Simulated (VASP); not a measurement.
# Be (Fd-3m) in VASP: notebook

The runs below take Be through single point, with LDA.

Program: VASP 6.6.1. These are calculated values, not measurements. Logs are shortened: lines on timing, memory, paths and dates and some standing lists are left out, and cuts for length are marked.

**1. The cell of the first run**

It takes space group Fd-3m (No. 227, cubic). The conventional cell has a = 3.697 Å, b = 3.697 Å, c = 3.697 Å, α = 90.00°, β = 90.00°, γ = 90.00°. Be (site symmetry -43m) has 4 Be at 1.60 Å within 2.1 Å.

**2. Single point, LDA (volume scaled by 0.45)**

INCAR

```
ALGO = Normal
EDIFF = 1E-6
ENCUT = 520
ISIF = 2
ISMEAR = -1
LASPH = True
LCHARG = False
LREAL = False
LWAVE = False
NBANDS = 9
NELM = 100
PREC = Accurate
SIGMA = 0.08
```

KPOINTS

```
k-points
0
Gamma
  15 15 15
```

POSCAR

```
Be
1.0
    0.0000000000      1.8485065847      1.8485065847
    1.8485065847      0.0000000000      1.8485065847
    1.8485065847      1.8485065847      0.0000000000
Be
2
Direct
   -0.1250000000     -0.1250000000     -0.1250000000
    0.1250000000      0.1250000000      0.1250000000
```

Potentials or basis: VASP PAW LDA potentials, release 64 (Be).

Started as:

```bash
> cat potpaw_LDA.64/Be/POTCAR > POTCAR
> mpirun -np 1 vasp_std > vasp.out
```

OUTCAR:

```text
EDIFF = 1E-6
   ENCUT = 520
   ISIF = 2
   ISMEAR = -1
   LASPH = True
   LREAL = False
   NELM = 100
   PREC = Accurate

 ion  position               nearest neighbor table
   1  0.875  0.875  0.875-   2 1.60   2 1.60   2 1.60   2 1.60
   2  0.125  0.125  0.125-   1 1.60   1 1.60   1 1.60   1 1.60

  LATTYP: Found a face centered cubic cell.
 ALAT       =     3.6970131694

  Lattice vectors:

 A1 = (   0.0000000000,   1.8485065847,   1.8485065847)
 A2 = (   1.8485065847,   0.0000000000,   1.8485065847)
 A3 = (   1.8485065847,   1.8485065847,   0.0000000000)

Analysis of symmetry for initial positions (statically):
=====================================================================
 Subroutine PRICEL returns:
 Original cell was already a primitive cell.

 Routine SETGRP: Setting up the symmetry group for a
 face centered cubic supercell.

 Subroutine GETGRP returns: Found 48 space group operations
 (whereof 12 operations were pure point group operations)
 out of a pool of 48 trial point group operations.

The static configuration has the point symmetry D_3d.
 The point group associated with its full space group is O_h .

Analysis of symmetry for dynamics (positions and initial velocities):
=====================================================================
 Subroutine PRICEL returns:
 Original cell was already a primitive cell.

 Routine SETGRP: Setting up the symmetry group for a
 face centered cubic supercell.

 Subroutine GETGRP returns: Found 48 space group operations
 (whereof 12 operations were pure point group operations)
 out of a pool of 48 trial point group operations.

The dynamic configuration has the point symmetry D_3d.
 The point group associated with its full space group is O_h .

 Subroutine INISYM returns: Found 48 space group operations
 (whereof 12 operations are pure point group operations),
 and found     1 'primitive' translations

----------------------------------------------------------------------------------------

                                     Primitive cell

  volume of cell :      12.6326

  direct lattice vectors                    reciprocal lattice vectors
     0.000000000  1.848506585  1.848506585    -0.270488623  0.270488623  0.270488623
     1.848506585  0.000000000  1.848506585     0.270488623 -0.270488623  0.270488623
     1.848506585  1.848506585  0.000000000     0.270488623  0.270488623 -0.270488623

  length of vectors
     2.614183082  2.614183082  2.614183082     0.468500037  0.468500037  0.468500037

  position of ions in fractional coordinates (direct lattice)
[... 79 lines left out ...]
   EDIFF  = 0.1E-05   stopping-criterion for ELM
   LREAL  =      F    real-space projection
   EDIFFG = 0.1E-04   stopping-criterion for IOM
   NSW    =      0    number of steps for IOM
   IBRION =     -1    ionic relax: 0-MD 1-quasi-New 2-CG
   NFREE  =      0    steps in history (QN), initial steepest desc. (CG)
   ISIF   =      2    stress and relaxation
   ISYM   =      2    0-nonsym 1-usesym 2-fastsym
   POTIM  = 0.5000    time-step for ionic-motion
   TEBEG  =    0.0;   TEEND  =   0.0 temperature during run
   PSTRESS=    0.0 pullay stress
   NELECT =       4.0000    total number of electrons
   NUPDOWN=      -1.0000    fix difference up-down
   EMIN   =  10.00;   EMAX   =-10.00  energy-range for DOS
   EFERMI =   0.00;   METHOD = LEGACY
   ISMEAR =    -1;   SIGMA  =   0.08  broadening in eV -4-tet -1-fermi 0-gaus
   EFERMI_NEDOS =   21; number of points for ismear=-14 and -15
   IALGO  =     38    algorithm
   IMIX   =      4    mixing-type and parameters
     AMIX     =   0.40;   BMIX     =  1.00
     AMIX_MAG =   1.60;   BMIX_MAG =  1.00
  volume/ion in A,a.u.               =       6.32        42.62
  Fermi-wavevector in a.u.,A,eV,Ry     =   1.115828  2.108609 16.940227  1.245072
  Thomas-Fermi vector in A             =   2.252436
   LORBIT       =      0    0 simple, 1 ext, 2 COOP (PROOUT), +10 PAW based schemes
   GGA     = CA    functional components
   LHFCALC =     F    Hartree Fock is set to
   AEXX    =    0.0000 exact exchange contribution
   IVDW    =     0    specifies the selected vdW correction
   LEPSILON=     F    determine dielectric tensor
   LRPA    =     F    only Hartree local field effects (RPA)
 non-spin polarized calculation
  energy-cutoff  :      520.00
  volume of cell :       12.63
 maximum number of plane-waves:       349
   NGX =  9   NGY =  9   NGZ =  9

 number of electron       4.0000000 magnetization

 Free energy of the ion-electron system (eV)
  ---------------------------------------------------
  ext. energy  EPLUGINS =         0.00000000
  ---------------------------------------------------
  free energy    TOTEN  =        -1.11847758 eV

  energy without entropy =       -1.10495138  energy(sigma->0) =       -1.11171448

 E-fermi :   7.9623     XC(G=0): -11.3189

 val. band max:        7.9208125421   @ k =  -0.3333   0.4667   0.1333
 cond. band min:       7.9639734148   @ k =  -0.4667   0.4667   0.0000
 fundamental gap:      0.0431608727
 Fermi energy:         7.9623163775

 k-point     1 :       0.0000    0.0000    0.0000
  band No.  band energies     occupation
      1      -3.4193      2.00000
      2      16.2066      0.00000
      3      16.2066      0.00000
      4      16.2066      0.00000
      5      19.6884      0.00000
      6      19.6884      0.00000
      7      19.6884      0.00000
      8      33.8325      0.00000
      9      34.2543      0.00000
[... 265 lines left out ...]
 k-point    24 :       0.2000    0.1333    0.0000
  band No.  band energies     occupation
      1      -2.5718      2.00000
      2      11.9767      0.00000
      3      12.5499      0.00000
      4      15.0042      0.00000
      5      20.0808      0.00000
      6      23.8709      0.00000
      7      24.4604      0.00000
      8      25.0776      0.00000
      9      34.1186      0.00000

 [... further k-points ...]
[... 5 lines left out ...]
  --------------------------------------------------------------------------------------
  -------------------------------------------------------------------------------------
  Total       11.2229722     11.2229722     11.2229722      0.0000000      0.0000000     -0.0000000
  in kB     1423.3951059   1423.3951059   1423.3951059      0.0000000      0.0000000     -0.0000000
  external PRESSURE =    1423.3951059 kB  Pullay stress =       0.0000000 kB

 VOLUME and BASIS-vectors are now :
 -----------------------------------------------------------------------------
  energy-cutoff  :      520.00
  volume of cell :       12.63
      direct lattice vectors                 reciprocal lattice vectors
     0.000000000  1.848506585  1.848506585    -0.270488623  0.270488623  0.270488623
     1.848506585  0.000000000  1.848506585     0.270488623 -0.270488623  0.270488623
     1.848506585  1.848506585  0.000000000     0.270488623  0.270488623 -0.270488623

 POSITION                                       TOTAL-FORCE (eV/Angst)
 -----------------------------------------------------------------------------------
      3.23489      3.23489      3.23489         0.000000      0.000000     -0.000000
      0.46213      0.46213      0.46213        -0.000000     -0.000000      0.000000
 -----------------------------------------------------------------------------------
    total drift:                                0.000000      0.000000     -0.000000

  FREE ENERGIE OF THE ION-ELECTRON SYSTEM (eV)
  ---------------------------------------------------
  free  energy   TOTEN  =        -1.1184775814 eV

  energy  without entropy=       -1.1049513773  energy(sigma->0) =       -1.11171448
```

OSZICAR:

```text
N       E                     dE             d eps       ncg     rms          rms(c)
DAV:   1     0.342734867661E+01    0.34273E+01   -0.18004E+03  2192   0.378E+02
DAV:   2    -0.136026255368E+01   -0.47876E+01   -0.45838E+01  3037   0.493E+01
DAV:   3    -0.140530024853E+01   -0.45038E-01   -0.44914E-01  2474   0.373E+00
DAV:   4    -0.140532846685E+01   -0.28218E-04   -0.28218E-04  2967   0.861E-02
DAV:   5    -0.140532847002E+01   -0.31714E-08   -0.24594E-08  2472   0.704E-04    0.203E+00
DAV:   6    -0.119692041823E+01    0.20841E+00   -0.59485E-02  2464   0.144E+00    0.118E+00
DAV:   7    -0.111861535827E+01    0.78305E-01   -0.68768E-02  2680   0.153E+00    0.138E-01
DAV:   8    -0.111849649318E+01    0.11887E-03   -0.48484E-04  2649   0.161E-01    0.218E-02
DAV:   9    -0.111847772422E+01    0.18769E-04   -0.30289E-05  2386   0.270E-02    0.357E-03
DAV:  10    -0.111847758138E+01    0.14283E-06   -0.12891E-07  1967   0.273E-03
   1 F= -.11184776E+01 E0= -.11117145E+01  d E =-.135262E-01
```

stdout:

```text
POSCAR found type information on POSCAR Be
 POSCAR found :  1 types and       2 ions
 scaLAPACK will be used
 LDA part: xc-table for (Slater(with rela. corr.)+CA(PZ))
 , standard interpolation
 POSCAR, INCAR and KPOINTS ok, starting setup
 FFT: planning ... GRIDC
 FFT: planning ... GRID_SOFT
 FFT: planning ... GRID
 WAVECAR not read
 entering main loop
```

Run time: 4.1 s. Hardware: 1 thread of Intel Xeon 6975P-C (Granite Rapids), shared host; peak memory 0.11 GiB.

What came out:

* Free energy: -1.1185 eV
* Pressure: 142.3 GPa
* Band gap on the k mesh: zero (band 2 reaches 16.21 eV, above the bottom of band 3 at 6.51 eV)

**3. Single point, LDA (volume scaled by 0.45)**

INCAR

```
SYSTEM = Be
PREC     = Accurate       ! precision mode
ENCUT    = 520            ! plane-wave cutoff, eV
EDIFF    = 1E-7           ! SCF threshold, eV
ISMEAR   = -1             ! smearing method
SIGMA    = 0.08           ! smearing width, eV
LREAL    = .False.        ! projectors in reciprocal space
LASPH    = .True.         ! aspherical terms in the spheres
NELM     = 100            ! most SCF steps
ALGO     = Normal         ! electronic algorithm
ISIF     = 2              ! what is computed and relaxed
LWAVE    = .False.        ! write WAVECAR
LCHARG   = .False.        ! write CHGCAR
GGA      = CA             ! functional
NBANDS   = 9              ! bands
```

KPOINTS

```
regular mesh
0
Gamma
  15 15 15
  0 0 0
```

POSCAR is that of step 2.

Potentials or basis: VASP PAW LDA potentials, release 64 (Be).

Started as:

```bash
> cat potpaw_LDA.64/Be/POTCAR > POTCAR
> mpirun -np 1 vasp_std > vasp.out
```

OUTCAR:

```text
SYSTEM = Be
   PREC = Accurate
   ENCUT = 520
   EDIFF = 1E-7
   ISMEAR = -1
   LREAL = .False.
   LASPH = .True.
   NELM = 100
   ISIF = 2
   GGA = CA

 ion  position               nearest neighbor table
   1  0.875  0.875  0.875-   2 1.60   2 1.60   2 1.60   2 1.60
   2  0.125  0.125  0.125-   1 1.60   1 1.60   1 1.60   1 1.60

  LATTYP: Found a face centered cubic cell.
 ALAT       =     3.6970131694

  Lattice vectors:

 A1 = (   0.0000000000,   1.8485065847,   1.8485065847)
 A2 = (   1.8485065847,   0.0000000000,   1.8485065847)
 A3 = (   1.8485065847,   1.8485065847,   0.0000000000)

Analysis of symmetry for initial positions (statically):
=====================================================================
 Subroutine PRICEL returns:
 Original cell was already a primitive cell.

 Routine SETGRP: Setting up the symmetry group for a
 face centered cubic supercell.

 Subroutine GETGRP returns: Found 48 space group operations
 (whereof 12 operations were pure point group operations)
 out of a pool of 48 trial point group operations.

The static configuration has the point symmetry D_3d.
 The point group associated with its full space group is O_h .
[... 160 lines left out ...]

 E-fermi :   7.9624     XC(G=0): -11.3189

 val. band max:        7.9208654419   @ k =  -0.3333   0.4667   0.1333
 cond. band min:       7.9640244632   @ k =  -0.4667   0.4667   0.0000
 fundamental gap:      0.0431590214
 Fermi energy:         7.9623661323

 k-point     1 :       0.0000    0.0000    0.0000
  band No.  band energies     occupation
      1      -3.4193      2.00000
      2      16.2067      0.00000
      3      16.2067      0.00000
      4      16.2067      0.00000
      5      19.6884      0.00000
      6      19.6884      0.00000
      7      19.6884      0.00000
      8      33.8325      0.00000
      9      34.2543      0.00000
[... 265 lines left out ...]
 k-point    24 :       0.2000    0.1333    0.0000
  band No.  band energies     occupation
      1      -2.5717      2.00000
      2      11.9767      0.00000
      3      12.5499      0.00000
      4      15.0043      0.00000
      5      20.0809      0.00000
      6      23.8709      0.00000
      7      24.4605      0.00000
      8      25.0777      0.00000
      9      34.1157      0.00000

 [... further k-points ...]
[... 5 lines left out ...]
  --------------------------------------------------------------------------------------
  -------------------------------------------------------------------------------------
  Total       11.2227943     11.2227943     11.2227943      0.0000000      0.0000000     -0.0000000
  in kB     1423.3725477   1423.3725477   1423.3725477      0.0000000      0.0000000     -0.0000000
  external PRESSURE =    1423.3725477 kB  Pullay stress =       0.0000000 kB

 VOLUME and BASIS-vectors are now :
 -----------------------------------------------------------------------------
  energy-cutoff  :      520.00
  volume of cell :       12.63
      direct lattice vectors                 reciprocal lattice vectors
     0.000000000  1.848506585  1.848506585    -0.270488623  0.270488623  0.270488623
     1.848506585  0.000000000  1.848506585     0.270488623 -0.270488623  0.270488623
     1.848506585  1.848506585  0.000000000     0.270488623  0.270488623 -0.270488623

 POSITION                                       TOTAL-FORCE (eV/Angst)
 -----------------------------------------------------------------------------------
      3.23489      3.23489      3.23489         0.000000      0.000000     -0.000000
      0.46213      0.46213      0.46213        -0.000000     -0.000000      0.000000
 -----------------------------------------------------------------------------------
    total drift:                                0.000000      0.000000     -0.000000

  FREE ENERGIE OF THE ION-ELECTRON SYSTEM (eV)
  ---------------------------------------------------
  free  energy   TOTEN  =        -1.1184775720 eV

  energy  without entropy=       -1.1049514822  energy(sigma->0) =       -1.11171453
```

stdout:

```text
POSCAR found type information on POSCAR Be
 POSCAR found :  1 types and       2 ions
 scaLAPACK will be used
 LDA part: xc-table for (Slater(with rela. corr.)+CA(PZ))
 , standard interpolation
 POSCAR, INCAR and KPOINTS ok, starting setup
 FFT: planning ... GRIDC
 FFT: planning ... GRID_SOFT
 FFT: planning ... GRID
 WAVECAR not read
 entering main loop
```

It took 4.6 s on 1 thread of Intel Xeon 6975P-C (Granite Rapids), shared host; peak memory 0.12 GiB.

What came out:

```
Free energy            : -1.1185 eV
Pressure               : 142.3 GPa
Band gap on the k mesh : zero (band 2 reaches 16.21 eV, above the bottom of band 3 at 6.51 eV)
```

**4. Single point, LDA (volume scaled by 0.55)**

INCAR

```
SYSTEM = Be
PREC = Accurate ; ENCUT = 520
EDIFF = 1E-6 ; ISMEAR = -1
SIGMA = 0.08 ; LREAL = .False.
LASPH = .True. ; NELM = 80
ALGO = Normal ; ISIF = 2
LWAVE = .False. ; LCHARG = .True.
LELF = .True. ; LVHAR = .True.
NBANDS = 9
```

KPOINTS is that of step 3.

POSCAR

```
Be
1.0
    0.0000000000      1.9763827765      1.9763827765
    1.9763827765      0.0000000000      1.9763827765
    1.9763827765      1.9763827765      0.0000000000
Be
2
Direct
   -0.1250000000     -0.1250000000     -0.1250000000
    0.1250000000      0.1250000000      0.1250000000
```

Started as:

```bash
> cat potpaw_LDA.64/Be/POTCAR > POTCAR
> mpirun -np 1 vasp_std > vasp.out
```

It took 4.8 s on 1 thread of Intel Xeon 6975P-C (Granite Rapids), shared host; peak memory 0.12 GiB.

It converged, with:

| Item | Value |
| --- | --- |
| Free energy | -2.9781 eV |
| Pressure | 77.1 GPa |
| Band gap on the k mesh | zero (band 2 reaches 13.26 eV, above the bottom of band 3 at 4.32 eV) |

Levels at points of the mesh, in eV from the Fermi level:
| k point | band 1 | band 2 | band 3 | band 4 | band 5 |
| --- | --- | --- | --- | --- | --- |
| (0.00, 0.00, 0.00) | -10.22 | 7.27 | 7.27 | 7.27 | 10.52 |

**5. Single point, LDA (volume scaled by 0.55)**

INCAR

```
SYSTEM = Be
PREC = Accurate
ENCUT = 520
EDIFF = 1E-6
ISMEAR = -1
SIGMA = 0.08
LREAL = .FALSE.
LASPH = .TRUE.
NELM = 80
ALGO = Normal
ISIF = 2
LWAVE = .FALSE.
LCHARG = .FALSE.
GGA = CA
NBANDS = 9
```

KPOINTS

```
regular mesh
0
G
  15 15 15
  0 0 0
```

POSCAR is that of step 4.

Started as:

```bash
> cat potpaw_LDA.64/Be/POTCAR > POTCAR
> mpirun -np 1 vasp_std > vasp.out
```

It took 4.5 s on 1 thread of Intel Xeon 6975P-C (Granite Rapids), shared host; peak memory 0.13 GiB.

It converged, with:

* Free energy: -2.9781 eV
* Pressure: 77.1 GPa
* Band gap on the k mesh: zero (band 2 reaches 13.26 eV, above the bottom of band 3 at 4.32 eV)

Levels at points of the mesh, in eV from the Fermi level:
| k point | band 1 | band 2 | band 3 | band 4 | band 5 | band 6 | band 7 |
| --- | --- | --- | --- | --- | --- | --- | --- |
| (0.00, 0.00, 0.00) | -10.22 | 7.27 | 7.27 | 7.27 | 10.52 | 10.52 | 10.52 |
